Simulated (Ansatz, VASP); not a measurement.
As: VASP beside Ansatz

```
As
1.0
     3.72788    0.00000    0.00000
    -1.86394    3.22844    0.00000
     0.00000    0.00000    8.96873
As
4
Direct
  0.00000 0.00000 0.77758
  0.00000 0.00000 0.22242
  0.33333 0.66667 0.62968
  0.66667 0.33333 0.37032
```

Alike in both runs: task relaxation of cell and atoms; functional PBE; k mesh 12 × 12 × 4; occupations gaussian, width 0.01 eV; no spin polarisation.

```csv
,VASP,Ansatz
version,VASP 6.6.1,Ansatz 0.2.0
potentials or method,"VASP PAW PBE potentials, release 64 (As), cutoff 600 eV","scalar-relativistic, plane waves, PAW"
valence electrons in the cell,20,60
```

|  | VASP | Ansatz | Ansatz less VASP |
| --- | --- | --- | --- |
| gap on the k mesh at the Fermi level, each at its own relaxed structure (eV) | 1.30 | 1.34 | +0.039 |
| relaxed volume (Å³/atom) | 33.77 | 33.91 | +0.137 |
| relaxed cell length with the largest relative difference (Å) | 11.957 | 12.029 | +0.0719 |

VASP's potentials hold 20 valence electrons a cell and Ansatz's 60, so a difference there can come from the potentials and not from the codes.

Noted on VASP's run: the volume moved by over 15 % at a fixed basis, so the end points are rough.
